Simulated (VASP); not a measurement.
# KBr (Cmmm) in VASP: notebook

KBr is run at these levels: LDA; tasks: single point.

Everything below comes from runs of VASP 6.6.1. Logs are shortened: lines on timing, memory, paths and dates and some standing lists are left out, and cuts for length are marked.

### Step 1. The cell of the first run

Symmetry: Cmmm, No. 65, orthorhombic system. Conventional cell: a = 5.590 Å, b = 5.847 Å, c = 4.043 Å, α = 90.00°, β = 90.00°, γ = 90.00°. Within 4.5 Å of K (site symmetry mmm) lie 8 Br at 3.45 to 3.55 Å and 6 K at 4.04 Å. Within 4.5 Å of Br (site symmetry mmm) lie 8 K at 3.45 to 3.55 Å and 6 Br at 4.04 Å.

### Step 2. Single point, LDA (strain +0.0450 x Voigt [0, 0, 0, 0, 0, 1])

INCAR reads:

```
PREC     = Accurate       # precision mode
ENCUT    = 520            # plane-wave cutoff, eV
EDIFF    = 1E-6           # SCF threshold, eV
ISMEAR   = 0              # smearing method
SIGMA    = 0.05           # smearing width, eV
LREAL    = False          # projectors in reciprocal space
LASPH    = True           # aspherical terms in the spheres
NELM     = 100            # most SCF steps
ALGO     = Normal         # electronic algorithm
ISIF     = 2              # what is computed and relaxed
LWAVE    = False          # write WAVECAR
LCHARG   = False          # write CHGCAR
NBANDS   = 15             # bands
```

KPOINTS reads:

```
regular mesh
0
Gamma
  6 6 6
```

POSCAR reads:

```
KBr
1.0
    4.0434990000      0.0909787275      0.0000000000
    0.0909787275      4.0434990000      0.0000000000
    0.0000000000      0.0000000000      4.0434990000
K Br
1 1
Direct
    0.0000000000      0.0000000000      0.0000000000
    0.5000000000      0.5000000000      0.5000000000
```

Potentials or basis: VASP PAW LDA potentials, release 64 (K_sv, Br).

Command:

```bash
cat potpaw_LDA.64/K_sv/POTCAR potpaw_LDA.64/Br/POTCAR > POTCAR
mpirun -np 1 vasp_std > vasp.out
```

OUTCAR:

```text
PREC = Accurate
   ENCUT = 520
   EDIFF = 1E-6
   ISMEAR = 0
   LREAL = False
   LASPH = True
   NELM = 100
   ISIF = 2

 ion  position               nearest neighbor table
   1  0.000  0.000  0.000-
   2  0.500  0.500  0.500-

  LATTYP: Found a base centered orthorhombic cell.
 ALAT       =     5.5897077749
 B/A-ratio  =     1.0460358056
 C/A-ratio  =     0.7233828964

  Lattice vectors:

 A1 = (  -0.0909787275,  -4.0434990000,   0.0000000000)
 A2 = (   4.0434990000,   0.0909787275,   0.0000000000)
 A3 = (   0.0000000000,   0.0000000000,   4.0434990000)

Analysis of symmetry for initial positions (statically):
=====================================================================
 Subroutine PRICEL returns:
 Original cell was already a primitive cell.

 Routine SETGRP: Setting up the symmetry group for a
 base centered orthorhombic supercell.

 Subroutine GETGRP returns: Found  8 space group operations
 (whereof  8 operations were pure point group operations)
 out of a pool of  8 trial point group operations.

The static configuration has the point symmetry D_2h.

Analysis of symmetry for dynamics (positions and initial velocities):
=====================================================================
 Subroutine PRICEL returns:
 Original cell was already a primitive cell.

 Routine SETGRP: Setting up the symmetry group for a
 base centered orthorhombic supercell.

 Subroutine GETGRP returns: Found  8 space group operations
 (whereof  8 operations were pure point group operations)
 out of a pool of  8 trial point group operations.

The dynamic configuration has the point symmetry D_2h.

 Subroutine INISYM returns: Found  8 space group operations
 (whereof  8 operations are pure point group operations),
 and found     1 'primitive' translations

----------------------------------------------------------------------------------------

                                     Primitive cell

  volume of cell :      66.0773

  direct lattice vectors                    reciprocal lattice vectors
     4.043499000  0.090978727  0.000000000     0.247435824 -0.005567306  0.000000000
     0.090978727  4.043499000  0.000000000    -0.005567306  0.247435824  0.000000000
     0.000000000  0.000000000  4.043499000     0.000000000  0.000000000  0.247310559

  length of vectors
     4.044522381  4.044522381  4.043499000     0.247498448  0.247498448  0.247310559

  position of ions in fractional coordinates (direct lattice)
     0.000000000  0.000000000  0.000000000
     0.500000000  0.500000000  0.500000000

[... 82 lines left out ...]
   ISIF   =      2    stress and relaxation
   ISYM   =      2    0-nonsym 1-usesym 2-fastsym
   POTIM  = 0.5000    time-step for ionic-motion
   TEBEG  =    0.0;   TEEND  =   0.0 temperature during run
   PSTRESS=    0.0 pullay stress
   NELECT =      16.0000    total number of electrons
   NUPDOWN=      -1.0000    fix difference up-down
   EMIN   =  10.00;   EMAX   =-10.00  energy-range for DOS
   EFERMI =   0.00;   METHOD = LEGACY
   ISMEAR =     0;   SIGMA  =   0.05  broadening in eV -4-tet -1-fermi 0-gaus
   EFERMI_NEDOS =   21; number of points for ismear=-14 and -15
   IALGO  =     38    algorithm
   IMIX   =      4    mixing-type and parameters
     AMIX     =   0.40;   BMIX     =  1.00
     AMIX_MAG =   1.60;   BMIX_MAG =  1.00
  volume/ion in A,a.u.               =      33.04       222.96
  Fermi-wavevector in a.u.,A,eV,Ry     =   1.020385  1.928248 14.166193  1.041186
  Thomas-Fermi vector in A             =   2.153952
   LORBIT       =      0    0 simple, 1 ext, 2 COOP (PROOUT), +10 PAW based schemes
   GGA     = CA    functional components
   LHFCALC =     F    Hartree Fock is set to
   AEXX    =    0.0000 exact exchange contribution
   IVDW    =     0    specifies the selected vdW correction
   LEPSILON=     F    determine dielectric tensor
   LRPA    =     F    only Hartree local field effects (RPA)
 non-spin polarized calculation
 Gauss-broadening in eV      SIGMA  =   0.05
  energy-cutoff  :      520.00
  volume of cell :       66.08
 maximum number of plane-waves:      1796
   NGX = 15   NGY = 15   NGZ = 15

 number of electron      15.9999999 magnetization

 Free energy of the ion-electron system (eV)
  ---------------------------------------------------
  ext. energy  EPLUGINS =         0.00000000
  ---------------------------------------------------
  free energy    TOTEN  =        -6.68456613 eV

  energy without entropy =       -6.68456613  energy(sigma->0) =       -6.68456613

 E-fermi :  -0.6100     XC(G=0):  -8.3181

 val. band max:       -0.9279043828   @ k =   0.5000   0.5000   0.0000
 cond. band min:       2.5582038404   @ k =   0.0000   0.0000   0.0000
 fundamental gap:      3.4861082232
 Fermi energy:        -0.6100034433

 k-point     1 :       0.0000    0.0000    0.0000
  band No.  band energies     occupation
      1     -29.1929      2.00000
      2     -13.7370      2.00000
      3     -12.8523      2.00000
      4     -12.8509      2.00000
      5     -12.8508      2.00000
      6      -1.2262      2.00000
      7      -1.1960      2.00000
      8      -1.1621      2.00000
      9       2.5582      0.00000
     10       4.6522      0.00000
     11       4.6651      0.00000
     12       8.4664      0.00000
     13       8.5514      0.00000
     14       8.7051      0.00000
[... 401 lines left out ...]
      2     -13.5763      2.00000
      3     -12.9580      2.00000
      4     -12.9044      2.00000
      5     -12.8542      2.00000
      6      -2.4781      2.00000
      7      -2.0973      2.00000
      8      -1.4098      2.00000
      9       4.7873      0.00000
     10       6.1063      0.00000
     11       6.5048      0.00000
     12       7.0557      0.00000
     13       8.1199      0.00000
     14       8.4159      0.00000
     15       9.9195      0.00000

 [... further k-points ...]
[... 5 lines left out ...]
  --------------------------------------------------------------------------------------
  -------------------------------------------------------------------------------------
  Total       -1.0786337     -1.0786337     -1.0797200     -0.0227133      0.0000000      0.0000000
  in kB      -26.1536591    -26.1536591    -26.1799990     -0.5507312      0.0000000      0.0000000
  external PRESSURE =     -26.1624390 kB  Pullay stress =       0.0000000 kB

 VOLUME and BASIS-vectors are now :
 -----------------------------------------------------------------------------
  energy-cutoff  :      520.00
  volume of cell :       66.08
      direct lattice vectors                 reciprocal lattice vectors
     4.043499000  0.090978727  0.000000000     0.247435824 -0.005567306  0.000000000
     0.090978727  4.043499000  0.000000000    -0.005567306  0.247435824  0.000000000
     0.000000000  0.000000000  4.043499000     0.000000000  0.000000000  0.247310559

 POSITION                                       TOTAL-FORCE (eV/Angst)
 -----------------------------------------------------------------------------------
      0.00000      0.00000      0.00000        -0.000000      0.000000      0.000000
      2.06724      2.06724      2.02175         0.000000      0.000000      0.000000
 -----------------------------------------------------------------------------------
    total drift:                                0.000000      0.000000     -0.000000

  FREE ENERGIE OF THE ION-ELECTRON SYSTEM (eV)
  ---------------------------------------------------
  free  energy   TOTEN  =        -6.6845661292 eV

  energy  without entropy=       -6.6845661292  energy(sigma->0) =       -6.68456613
```

Run time: 26 s. Hardware: 1 thread of AMD EPYC 7R13 (Zen 3), shared host; peak memory 0.15 GiB.

What came out:

```
Free energy            : -6.6846 eV
Pressure               : -2.6 GPa
Band gap on the k mesh : 3.49 eV, indirect (least direct gap 3.72 eV)
```

Stress tensor (GPa, compression positive):
```
-2.62 -0.06  0.00
-0.06 -2.62  0.00
 0.00  0.00 -2.62
```

Levels at points of the mesh, in eV from the valence-band top:
| k point | band 5 | band 6 | band 7 | band 8 | band 9 | band 10 | band 11 | band 12 |
| --- | --- | --- | --- | --- | --- | --- | --- | --- |
| (0.00, 0.00, 0.00) | -11.92 | -0.30 | -0.27 | -0.23 | 3.49 | 5.58 | 5.59 | 9.39 |
| (0.50, 0.00, 0.00) | -11.76 | -2.02 | -0.25 | -0.25 | 6.15 | 6.91 | 7.35 | 8.70 |
| (0.50, 0.50, 0.00) | -11.89 | -1.46 | -1.38 | 0.00 | 4.91 | 6.24 | 7.84 | 7.87 |
| (0.00, 0.00, 0.50) | -11.76 | -2.02 | -0.31 | -0.17 | 6.16 | 6.91 | 7.34 | 8.72 |
| (0.50, 0.00, 0.50) | -11.89 | -1.42 | -1.42 | 0.00 | 4.91 | 6.23 | 7.86 | 7.87 |
| (0.50, 0.50, 0.50) | -12.03 | -1.48 | -1.47 | -1.45 | 6.92 | 7.12 | 7.31 | 9.03 |

Caveat: the cell differs from its parent crystal (strain +0.0450 x Voigt [0, 0, 0, 0, 0, 1]).

### Step 3. Single point, LDA (strain +0.0525 x Voigt [0, 0, 0, 0, 0, 1])

INCAR reads:

```
PREC = Accurate
ENCUT = 520
EDIFF = 1E-7
ISMEAR = 0
SIGMA = 0.05
LREAL = False
LASPH = True
NELM = 60
ALGO = Normal
ISIF = 2
LWAVE = False
LCHARG = False
GGA = CA
NBANDS = 15
```

KPOINTS reads:

```
Automatic mesh
0
Gamma
  6 6 6
```

POSCAR reads:

```
KBr
1.0
    4.0434990000      0.1061418487      0.0000000000
    0.1061418487      4.0434990000      0.0000000000
    0.0000000000      0.0000000000      4.0434990000
K Br
1 1
Direct
    0.0000000000      0.0000000000      0.0000000000
    0.5000000000      0.5000000000      0.5000000000
```

Potentials or basis: VASP PAW LDA potentials, release 64 (K_sv, Br).

Command:

```bash
cat potpaw_LDA.64/K_sv/POTCAR potpaw_LDA.64/Br/POTCAR > POTCAR
mpirun -np 1 vasp_std > vasp.out
```

Wall time 28 s (1 thread of AMD EPYC 7R13 (Zen 3), shared host); peak memory 0.15 GiB.

The run converged. Its results:

* Free energy: -6.6846 eV
* Pressure: -2.6 GPa
* Band gap on the k mesh: 3.49 eV, indirect (least direct gap 3.72 eV)

Stress tensor (GPa, compression positive):
```
-2.55 -0.07  0.00
-0.07 -2.55  0.00
 0.00  0.00 -2.55
```

Levels at points of the mesh, in eV from the valence-band top:
```tsv
k point	band 5	band 6	band 7	band 8	band 9	band 10	band 11	band 12
(0.00, 0.00, 0.00)	-11.92	-0.30	-0.27	-0.23	3.49	5.58	5.60	9.38
(0.50, 0.00, 0.00)	-11.75	-2.02	-0.25	-0.25	6.15	6.91	7.36	8.70
(0.50, 0.50, 0.00)	-11.88	-1.47	-1.37	0.00	4.92	6.24	7.84	7.88
(0.00, 0.00, 0.50)	-11.76	-2.02	-0.33	-0.16	6.16	6.91	7.34	8.73
(0.50, 0.00, 0.50)	-11.89	-1.42	-1.42	0.00	4.91	6.23	7.86	7.88
(0.50, 0.50, 0.50)	-12.02	-1.48	-1.47	-1.44	6.89	7.12	7.35	9.01
```

Caveat: the cell differs from its parent crystal (strain +0.0525 x Voigt [0, 0, 0, 0, 0, 1]). A k mesh can miss the band edges.
